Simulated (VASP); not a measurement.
Here is a VASP 6.6.1 calculation.

The input INCAR:

```
SYSTEM = C
PREC = Accurate
ENCUT = 600
EDIFF = 1E-6
ISMEAR = 0
SIGMA = 0.02
LREAL = .FALSE.
LASPH = .TRUE.
NELM = 120
ALGO = Normal
ISIF = 2
LWAVE = .FALSE.
LCHARG = .FALSE.
GGA = PE
IVDW = 12
NBANDS = 11
GGA_COMPAT = .FALSE.
```

File KPOINTS:

```
regular mesh
0
G
  12 12 12
  0 0 0
```

Contents of POSCAR:

```
C
1.0
    0.0000000000      1.7784858938      1.7784858938
    1.7784858938      0.0000000000      1.7784858938
    1.7784858938      1.7784858938      0.0000000000
C
2
Direct
    0.0000000000      0.0000000000      0.0000000000
    0.2500000000      0.2500000000      0.2500000000
```

Potentials or basis: VASP PAW PBE potentials, release 64 (C).

Command:

```sh
$ cat potpaw_PBE.64/C/POTCAR > POTCAR
$ mpirun -np 1 vasp_std > vasp.out
```

Task: Estimate the dispersion energy per atom.

Result: -0.193 eV.

Task: What does it give for the pressure?

Result: 0.0 GPa.

Task: Estimate the band gap on the k mesh.

Result: 4.17 eV, indirect (least direct gap 5.61 eV).

A k mesh can miss the band edges. PBE gaps usually lie below the measured ones, often by a third to a half.
